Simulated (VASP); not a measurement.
# C (P6_3/mmc) in VASP: a series of runs

C is run at these levels: LDA, r2SCAN+rVV10; tasks: single point.

The COD entry that gives the cell may itself be a prediction, so a difference from it is no test against experiment.

Program: VASP 6.6.1. These are calculated values, not measurements. Logs are shortened: lines on timing, memory, paths and dates and some standing lists are left out, and cuts for length are marked.

### Step 1. The cell of the first run

Symmetry: P6_3/mmc, No. 194, hexagonal system. Conventional cell: a = 2.572 Å, b = 2.572 Å, c = 8.399 Å, α = 90.00°, β = 90.00°, γ = 120.00°. Within 2.1 Å of C (site symmetry 3m) lie 4 C at 1.57 Å. Within 2.1 Å of C (site symmetry 3m) lie 4 C at 1.57 Å.

### Step 2. Single point, LDA

File INCAR:

```
PREC     = Accurate       # precision mode
ENCUT    = 520            # plane-wave cutoff, eV
EDIFF    = 1E-6           # SCF threshold, eV
ISMEAR   = -1             # smearing method
SIGMA    = 0.05           # smearing width, eV
LREAL    = False          # projectors in reciprocal space
LASPH    = True           # aspherical terms in the spheres
NELM     = 80             # most SCF steps
ALGO     = Normal         # electronic algorithm
ISIF     = 2              # what is computed and relaxed
LWAVE    = False          # write WAVECAR
LCHARG   = False          # write CHGCAR
GGA      = CA             # functional
NBANDS   = 26             # bands
```

File KPOINTS:

```
regular mesh
0
Gamma
  12 12 4
```

File POSCAR:

```
C
1.0
    2.5715654994      0.0000000000      0.0000000000
   -1.2857827497      2.2270410500      0.0000000000
    0.0000000000      0.0000000000      8.3986527796
C
8
Direct
    0.6666666667      0.3333333333      0.8437500000
    0.3333333333      0.6666666667      0.3437500000
    0.6666666667      0.3333333333      0.6562500000
    0.3333333333      0.6666666667      0.1562500000
    0.0000000000      0.0000000000      0.9062500000
    0.0000000000      0.0000000000      0.4062500000
    0.0000000000      0.0000000000      0.5937500000
    0.0000000000      0.0000000000      0.0937500000
```

Potentials or basis: VASP PAW LDA potentials, release 64 (C).

Command:

```
> cat potpaw_LDA.64/C/POTCAR > POTCAR
> mpirun -np 1 vasp_std > vasp.out
```

OUTCAR:

```text
PREC = Accurate
   ENCUT = 520
   EDIFF = 1E-6
   ISMEAR = -1
   LREAL = False
   LASPH = True
   NELM = 80
   ISIF = 2
   GGA = CA

 ion  position               nearest neighbor table
   1  0.667  0.333  0.844-   3 1.57   5 1.57   5 1.57   5 1.57
   2  0.333  0.667  0.344-   4 1.57   6 1.57   6 1.57   6 1.57
   3  0.667  0.333  0.656-   1 1.57   7 1.57   7 1.57   7 1.57
   4  0.333  0.667  0.156-   2 1.57   8 1.57   8 1.57   8 1.57
   5  0.000  0.000  0.906-   8 1.57   1 1.57   1 1.57   1 1.57
   6  0.000  0.000  0.406-   7 1.57   2 1.57   2 1.57   2 1.57
   7  0.000  0.000  0.594-   6 1.57   3 1.57   3 1.57   3 1.57
   8  0.000  0.000  0.094-   5 1.57   4 1.57   4 1.57   4 1.57

  LATTYP: Found a hexagonal cell.
 ALAT       =     2.5715654994
 C/A-ratio  =     3.2659688355

  Lattice vectors:

 A1 = (   2.5715654994,   0.0000000000,   0.0000000000)
 A2 = (  -1.2857827497,   2.2270410500,   0.0000000000)
 A3 = (   0.0000000000,   0.0000000000,   8.3986527796)

Analysis of symmetry for initial positions (statically):
=====================================================================
 Subroutine PRICEL returns:
 Original cell was already a primitive cell.

 Routine SETGRP: Setting up the symmetry group for a
 hexagonal supercell.

 Subroutine GETGRP returns: Found 24 space group operations
 (whereof 12 operations were pure point group operations)
 out of a pool of 24 trial point group operations.

The static configuration has the point symmetry D_3d.
 The point group associated with its full space group is D_6h.

Analysis of symmetry for dynamics (positions and initial velocities):
=====================================================================
 Subroutine PRICEL returns:
 Original cell was already a primitive cell.

 Routine SETGRP: Setting up the symmetry group for a
 hexagonal supercell.

 Subroutine GETGRP returns: Found 24 space group operations
 (whereof 12 operations were pure point group operations)
 out of a pool of 24 trial point group operations.

The dynamic configuration has the point symmetry D_3d.
 The point group associated with its full space group is D_6h.

 Subroutine INISYM returns: Found 24 space group operations
 (whereof 12 operations are pure point group operations),
 and found     1 'primitive' translations

[... 105 lines left out ...]
   NELM   =     80;   NELMIN=  2; NELMDL= -5     # of ELM steps
   EDIFF  = 0.1E-05   stopping-criterion for ELM
   LREAL  =      F    real-space projection
   EDIFFG = 0.1E-04   stopping-criterion for IOM
   NSW    =      0    number of steps for IOM
   IBRION =     -1    ionic relax: 0-MD 1-quasi-New 2-CG
   NFREE  =      0    steps in history (QN), initial steepest desc. (CG)
   ISIF   =      2    stress and relaxation
   ISYM   =      2    0-nonsym 1-usesym 2-fastsym
   POTIM  = 0.5000    time-step for ionic-motion
   TEBEG  =    0.0;   TEEND  =   0.0 temperature during run
   PSTRESS=    0.0 pullay stress
   NELECT =      32.0000    total number of electrons
   NUPDOWN=      -1.0000    fix difference up-down
   EMIN   =  10.00;   EMAX   =-10.00  energy-range for DOS
   EFERMI =   0.00;   METHOD = LEGACY
   ISMEAR =    -1;   SIGMA  =   0.05  broadening in eV -4-tet -1-fermi 0-gaus
   EFERMI_NEDOS =   21; number of points for ismear=-14 and -15
   IALGO  =     38    algorithm
   IMIX   =      4    mixing-type and parameters
     AMIX     =   0.40;   BMIX     =  1.00
     AMIX_MAG =   1.60;   BMIX_MAG =  1.00
  volume/ion in A,a.u.               =       6.01        40.57
  Fermi-wavevector in a.u.,A,eV,Ry     =   1.429156  2.700713 27.789726  2.042487
  Thomas-Fermi vector in A             =   2.549140
   LORBIT       =      0    0 simple, 1 ext, 2 COOP (PROOUT), +10 PAW based schemes
   GGA     = CA    functional components
   LHFCALC =     F    Hartree Fock is set to
   AEXX    =    0.0000 exact exchange contribution
   IVDW    =     0    specifies the selected vdW correction
   LEPSILON=     F    determine dielectric tensor
   LRPA    =     F    only Hartree local field effects (RPA)
 non-spin polarized calculation
  energy-cutoff  :      520.00
  volume of cell :       48.10
 maximum number of plane-waves:      1320
 NGX is ok and might be reduce to    20
   NGX =  9   NGY =  9   NGZ = 31

 number of electron      31.9999996 magnetization

 Free energy of the ion-electron system (eV)
  ---------------------------------------------------
  ext. energy  EPLUGINS =         0.00000000
  ---------------------------------------------------
  free energy    TOTEN  =       -80.47001270 eV

  energy without entropy =      -80.47001270  energy(sigma->0) =      -80.47001270

 E-fermi :   9.9893     XC(G=0): -13.2167

 val. band max:        9.0150830300   @ k =   0.0000   0.0000   0.0000
 cond. band min:      13.2398383557   @ k =   0.4167   0.0000   0.0000
 fundamental gap:      4.2247553257
 Fermi energy:         9.9892890970

 k-point     1 :       0.0000    0.0000    0.0000
  band No.  band energies     occupation
      1     -11.6808      2.00000
      2     -10.0543      2.00000
      3     -10.0071      2.00000
      4      -6.1345      2.00000
      5      -3.8610      2.00000
      6       2.6113      2.00000
[... 685 lines left out ...]
     25      18.9567      0.00000
     26      20.6702      0.00000

 [... further k-points ...]
[... 5 lines left out ...]
  --------------------------------------------------------------------------------------
  -------------------------------------------------------------------------------------
  Total      -11.0817419    -11.0817419     -7.8720286      0.0000000      0.0000000      0.0000000
  in kB     -369.1332548   -369.1332549   -262.2175818      0.0000000      0.0000000      0.0000000
  external PRESSURE =    -333.4946972 kB  Pullay stress =       0.0000000 kB

 VOLUME and BASIS-vectors are now :
 -----------------------------------------------------------------------------
  energy-cutoff  :      520.00
  volume of cell :       48.10
      direct lattice vectors                 reciprocal lattice vectors
     2.571565499  0.000000000  0.000000000     0.388868182  0.224513149  0.000000000
    -1.285782750  2.227041050  0.000000000     0.000000000  0.449026299  0.000000000
     0.000000000  0.000000000  8.398652780     0.000000000  0.000000000  0.119066715

 POSITION                                       TOTAL-FORCE (eV/Angst)
 -----------------------------------------------------------------------------------
      1.28578      0.74235      7.08636         0.000000     -0.000000      0.296263
     -0.00000      1.48469      2.88704        -0.000000      0.000000      0.296263
      1.28578      0.74235      5.51162        -0.000000      0.000000     -0.296263
     -0.00000      1.48469      1.31229        -0.000000      0.000000     -0.296263
      0.00000      0.00000      7.61128         0.000000     -0.000000      0.295719
      0.00000      0.00000      3.41195        -0.000000      0.000000      0.295719
      0.00000      0.00000      4.98670         0.000000     -0.000000     -0.295719
      0.00000      0.00000      0.78737         0.000000     -0.000000     -0.295719
 -----------------------------------------------------------------------------------
    total drift:                               -0.000000      0.000000      0.000000

  FREE ENERGIE OF THE ION-ELECTRON SYSTEM (eV)
  ---------------------------------------------------
  free  energy   TOTEN  =       -80.4700127006 eV

  energy  without entropy=      -80.4700127006  energy(sigma->0) =      -80.47001270
```

Wall time 21 s (1 thread of Intel Xeon 6975P-C (Granite Rapids), shared host); peak memory 0.17 GiB.

Results:

```yaml
Free_energy: -80.4700 eV
Pressure: -33.3 GPa
Largest_force: 0.296 eV/Å
Band_gap_on_the_k_mesh: 4.22 eV, indirect (least direct gap 5.00 eV)
```

Forces in eV/Å, atoms in the order of the input:
```
C    0.000  0.000  0.296
C    0.000  0.000  0.296
C    0.000  0.000 -0.296
C    0.000  0.000 -0.296
C    0.000  0.000  0.296
C    0.000  0.000  0.296
C    0.000  0.000 -0.296
C    0.000  0.000 -0.296
```

Levels at points of the mesh, in eV from the valence-band top:
```tsv
k point	band 14	band 15	band 16	band 17	band 18	band 19
(0.00, 0.00, 0.00)	-0.21	0.00	0.00	5.00	5.00	5.49
(0.50, 0.00, 0.00)	-4.30	-3.49	-2.76	4.28	5.33	5.65
(0.00, 0.00, 0.50)	-0.63	-0.63	-0.63	5.75	5.75	5.75
(0.50, 0.00, 0.50)	-4.47	-3.45	-3.45	4.62	4.62	6.81
```

A k mesh can miss the band edges. LDA gaps usually lie below the measured ones, often by a third to a half.

### Step 3. Single point, r2SCAN+rVV10

This run uses another cell than the first one, of 5.33 Å³/atom, 0.887 times its volume.

Edit POSCAR of step 2 so:

```diff
@@ -2,5 +2,5 @@
 1.0
-    2.5715654994      0.0000000000      0.0000000000
-   -1.2857827497      2.2270410500      0.0000000000
-    0.0000000000      0.0000000000      8.3986527796
+    2.4706141248      0.0000000000      0.0000000000
+   -1.2353070624      2.1396145950      0.0000000000
+    0.0000000000      0.0000000000      8.0689487361
 C
```

File INCAR.step1:

```
SYSTEM = C
ALGO = Normal
EDIFF = 1E-4
ENCUT = 520
GGA = PE
ISMEAR = -1
LASPH = .True.
LCHARG = .False.
LREAL = .False.
LWAVE = .True.
NBANDS = 26
NELM = 60
PREC = Accurate
SIGMA = 0.05
```

File INCAR.step2:

```
SYSTEM = C
ALGO = Normal
BPARAM = 11.95
CPARAM = 0.0093
EDIFF = 1E-6
ENCUT = 520
ISIF = 2
ISMEAR = -1
ISTART = 1
IVDW_NL = 2
LASPH = .True.
LCHARG = .True.
LELF = .True.
LMIXTAU = .True.
LREAL = .False.
LUSE_VDW = .True.
LVHAR = .True.
LWAVE = .False.
METAGGA = R2SCAN
NBANDS = 26
NELM = 60
PREC = Accurate
SIGMA = 0.05
```

File KPOINTS:

```
k-points
0
Gamma
  12 12 4
  0 0 0
```

Potentials or basis: VASP PAW PBE potentials, release 64 (C).

Command:

```
> cat potpaw_PBE.64/C/POTCAR > POTCAR
> cp INCAR.step1 INCAR
> mpirun -np 1 vasp_std > vasp.out
> cp INCAR.step2 INCAR
> mpirun -np 1 vasp_std > vasp.out
```

OUTCAR:

```text
SYSTEM = C
   BPARAM = 11.95
   EDIFF = 1E-6
   ENCUT = 520
   ISIF = 2
   ISMEAR = -1
   ISTART = 1
   IVDW_NL = 2
   LASPH = .True.
   LREAL = .False.
   METAGGA = R2SCAN
   NELM = 60
   PREC = Accurate

 ion  position               nearest neighbor table
   1  0.667  0.333  0.844-   3 1.51   5 1.51   5 1.51   5 1.51
   2  0.333  0.667  0.344-   4 1.51   6 1.51   6 1.51   6 1.51
   3  0.667  0.333  0.656-   1 1.51   7 1.51   7 1.51   7 1.51
   4  0.333  0.667  0.156-   2 1.51   8 1.51   8 1.51   8 1.51
   5  0.000  0.000  0.906-   8 1.51   1 1.51   1 1.51   1 1.51
   6  0.000  0.000  0.406-   7 1.51   2 1.51   2 1.51   2 1.51
   7  0.000  0.000  0.594-   6 1.51   3 1.51   3 1.51   3 1.51
   8  0.000  0.000  0.094-   5 1.51   4 1.51   4 1.51   4 1.51

  LATTYP: Found a hexagonal cell.
 ALAT       =     2.4706141248
 C/A-ratio  =     3.2659688355

  Lattice vectors:

 A1 = (   2.4706141248,   0.0000000000,   0.0000000000)
 A2 = (  -1.2353070624,   2.1396145950,   0.0000000000)
 A3 = (   0.0000000000,   0.0000000000,   8.0689487361)

Analysis of symmetry for initial positions (statically):
=====================================================================
 Subroutine PRICEL returns:
 Original cell was already a primitive cell.

 Routine SETGRP: Setting up the symmetry group for a
 hexagonal supercell.

 Subroutine GETGRP returns: Found 24 space group operations
 (whereof 12 operations were pure point group operations)
 out of a pool of 24 trial point group operations.

The static configuration has the point symmetry D_3d.
 The point group associated with its full space group is D_6h.

Analysis of symmetry for dynamics (positions and initial velocities):
=====================================================================
 Subroutine PRICEL returns:
 Original cell was already a primitive cell.

 Routine SETGRP: Setting up the symmetry group for a
 hexagonal supercell.

[... 135 lines left out ...]
   IMIX   =      4    mixing-type and parameters
     AMIX     =   0.40;   BMIX     =  1.00
     AMIX_MAG =   1.60;   BMIX_MAG =  1.00
  volume/ion in A,a.u.               =       5.33        35.98
  Fermi-wavevector in a.u.,A,eV,Ry     =   1.487553  2.811067 30.107147  2.212813
  Thomas-Fermi vector in A             =   2.600699
   LORBIT       =      0    0 simple, 1 ext, 2 COOP (PROOUT), +10 PAW based schemes
   METAGGA = R2SCAN    functional components
   LHFCALC =     F    Hartree Fock is set to
   AEXX    =    0.0000 exact exchange contribution
   IVDW_NL    =     2    kernel type
   BPARAM     =11.9500
   IVDW    =     0    specifies the selected vdW correction
   LEPSILON=     F    determine dielectric tensor
   LRPA    =     F    only Hartree local field effects (RPA)
 non-spin polarized calculation
  energy-cutoff  :      520.00
  volume of cell :       42.65
 maximum number of plane-waves:      1166
   NGX =  9   NGY =  9   NGZ = 31

 number of electron      31.9999992 magnetization

 Free energy of the ion-electron system (eV)
  ---------------------------------------------------
  ext. energy  EPLUGINS =         0.00000000
  ---------------------------------------------------
  free energy    TOTEN  =       -77.99064791 eV

  energy without entropy =      -77.99064791  energy(sigma->0) =      -77.99064791

 E-fermi :  11.7550     XC(G=0): -14.6276

 val. band max:       10.7988085808   @ k =   0.0000   0.0000   0.0000
 cond. band min:      15.5407751105   @ k =   0.4167  -0.0000   0.0000
 fundamental gap:      4.7419665296
 Fermi energy:        11.7550142445

 k-point     1 :       0.0000    0.0000    0.0000
  band No.  band energies     occupation
      1     -12.9613      2.00000
      2     -11.1133      2.00000
      3     -11.0592      2.00000
      4      -6.5961      2.00000
      5      -4.1649      2.00000
      6       3.3045      2.00000
[... 685 lines left out ...]
     25      22.2656      0.00000
     26      24.4964      0.00000

 [... further k-points ...]
[... 5 lines left out ...]
  --------------------------------------------------------------------------------------
  -------------------------------------------------------------------------------------
  Total        6.4274693      6.4274693     10.5555233      0.0000000     -0.0000000     -0.0000000
  in kB      241.4310746    241.4310746    396.4906267      0.0000000     -0.0000000     -0.0000000
  external PRESSURE =     293.1175920 kB  Pullay stress =       0.0000000 kB

 VOLUME and BASIS-vectors are now :
 -----------------------------------------------------------------------------
  energy-cutoff  :      520.00
  volume of cell :       42.65
      direct lattice vectors                 reciprocal lattice vectors
     2.470614125  0.000000000  0.000000000     0.404757663  0.233686946  0.000000000
    -1.235307062  2.139614595  0.000000000     0.000000000  0.467373892  0.000000000
     0.000000000  0.000000000  8.068948736     0.000000000  0.000000000  0.123931882

 POSITION                                       TOTAL-FORCE (eV/Angst)
 -----------------------------------------------------------------------------------
      1.23531      0.71320      6.80818         0.000000      0.000000      0.367174
     -0.00000      1.42641      2.77370        -0.000000      0.000000      0.367174
      1.23531      0.71320      5.29525         0.000000      0.000000     -0.367174
     -0.00000      1.42641      1.26077        -0.000000     -0.000000     -0.367174
      0.00000      0.00000      7.31248        -0.000000      0.000000      0.407843
      0.00000      0.00000      3.27801         0.000000     -0.000000      0.407843
      0.00000      0.00000      4.79094        -0.000000      0.000000     -0.407843
      0.00000      0.00000      0.75646        -0.000000     -0.000000     -0.407843
 -----------------------------------------------------------------------------------
    total drift:                                0.000000      0.000000      0.000000

  FREE ENERGIE OF THE ION-ELECTRON SYSTEM (eV)
  ---------------------------------------------------
  free  energy   TOTEN  =       -77.9906479052 eV

  energy  without entropy=      -77.9906479051  energy(sigma->0) =      -77.99064791
```

OUTCAR.step1:

```text
SYSTEM = C
   EDIFF = 1E-4
   ENCUT = 520
   GGA = PE
   ISMEAR = -1
   LASPH = .True.
[... 942 lines left out ...]
      0.00000      0.00000      3.27801         0.000000     -0.000000      0.369865
      0.00000      0.00000      4.79094        -0.000000      0.000000     -0.369865
      0.00000      0.00000      0.75646        -0.000000     -0.000000     -0.369865
 -----------------------------------------------------------------------------------
    total drift:                                0.000000      0.000000      0.000000

  FREE ENERGIE OF THE ION-ELECTRON SYSTEM (eV)
  ---------------------------------------------------
  free  energy   TOTEN  =       -72.3440032071 eV

  energy  without entropy=      -72.3440032070  energy(sigma->0) =      -72.34400321
```

Run time: 89 s. Hardware: 1 thread of Intel Xeon 6975P-C (Granite Rapids), shared host; peak memory 0.26 GiB.

Results:

- Free energy: -77.9906 eV
- Pressure: 29.3 GPa
- Largest force: 0.408 eV/Å
- Band gap on the k mesh: 4.74 eV, indirect (least direct gap 5.53 eV)

Forces in eV/Å, atoms in the order of the input:
```
C    0.000  0.000  0.367
C    0.000  0.000  0.367
C    0.000  0.000 -0.367
C    0.000  0.000 -0.367
C    0.000  0.000  0.408
C    0.000  0.000  0.408
C    0.000  0.000 -0.408
C    0.000  0.000 -0.408
```

Stress tensor (GPa, compression positive):
```
24.14  0.00  0.00
 0.00 24.14  0.00
 0.00  0.00 39.65
```

Caveat: the PAW data sets were made with another functional, which shifts forces and pressure a little. r2SCAN opens gaps a little over a GGA but as a rule still falls short of measured ones.

(Part 1 of 2 ends here.)
